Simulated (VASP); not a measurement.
A run of VASP 6.6.1:

The input INCAR:

```
SYSTEM = H
PREC     = Accurate       ! precision mode
ENCUT    = 1230           ! plane-wave cutoff, eV
EDIFF    = 1E-7           ! SCF threshold, eV
ISMEAR   = 0              ! smearing method
SIGMA    = 0.02           ! smearing width, eV
LREAL    = .FALSE.        ! projectors in reciprocal space
LASPH    = .TRUE.         ! aspherical terms in the spheres
NELM     = 120            ! most SCF steps
ALGO     = Normal         ! electronic algorithm
ISIF     = 3              ! what is computed and relaxed
LWAVE    = .FALSE.        ! write WAVECAR
LCHARG   = .FALSE.        ! write CHGCAR
GGA      = PE             ! functional
IBRION   = 2              ! ionic algorithm
NSW      = 70             ! ionic steps
EDIFFG   = -0.02          ! ionic threshold
GGA_COMPAT= .FALSE.      
NELMIN   = 4
```

File KPOINTS:

```
regular mesh
0
G
  8 8 8
  0 0 0
```

Contents of POSCAR:

```
H
1.0
   -1.7030551077      1.7030551077      2.1395708916
    1.7030551077     -1.7030551077      2.1395708916
    1.7030551077      1.7030551077     -2.1395708916
H
2
Direct
    0.9122555667      0.9122555667      0.0000000000
    0.0877444333      0.0877444333      0.0000000000
```

Potentials or basis: VASP PAW PBE potentials, release 64 (H_h).

The run is started by

```bash
$ cat potpaw_PBE.64/H_h/POTCAR > POTCAR
$ mpirun -np 1 vasp_std > vasp.out
```

Hardware: 1 thread of AMD EPYC 9R45 96-Core Processor (Zen 5), with other jobs on the host.

Question: How long does it take, and how much memory?

Answer: Run time: 78 s on 1 thread of AMD EPYC 9R45 96-Core Processor (Zen 5), on a shared host, peak memory 0.19 GiB. Counts: scf iterations 69, k points 59, ion steps 12.
